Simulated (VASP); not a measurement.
Crystal: Ru.

```
Ru
1.0
    -1.49334    1.49334    1.49334
     1.49334   -1.49334    1.49334
     1.49334    1.49334   -1.49334
Ru
1
Direct
  0.00000 0.00000 0.00000
```

* Program: VASP 6.6.1
* Task: relaxation of cell and atoms
* Functional: PBEsol
* Potentials or basis: VASP PAW PBE potentials, release 64 (Ru_pv)
* Cutoff: 600 eV
* k mesh: 19 × 19 × 19
* Occupations: fermi-dirac, width 0.1 eV
* Spin: no spin polarisation

At the start: pressure 11.1 GPa; volume 13.32 Å³/atom.

**Question.** How do energy, volume and symmetry change on relaxing?

**Answer.** Over 4 steps the energy falls by 14.8 meV/atom and the volume is 13.77 Å³/atom (+3.3 %); space group Im-3m (No. 229, to 0.05 Å).

The path:
```csv
step,energy change (eV),largest force (eV/Å),pressure (GPa),volume (Å³)
1,0.0000,0.0000,11.07,13.32
2,0.1012,0.0000,-23.93,15.17
3,-0.0148,0.0000,-0.41,13.78
4,-0.0148,0.0000,-0.02,13.77
```

Final structure:
```yaml
crystal:
  lattice:
    - [-1.50977, 1.50977, 1.50977]
    - [1.50977, -1.50977, 1.50977]
    - [1.50977, 1.50977, -1.50977]
  atoms:
    - { symbol: Ru, position: [0.00000, 0.00000, 0.00000] }
```

Caveat: the PAW data sets were made with another functional, which shifts forces and pressure a little.
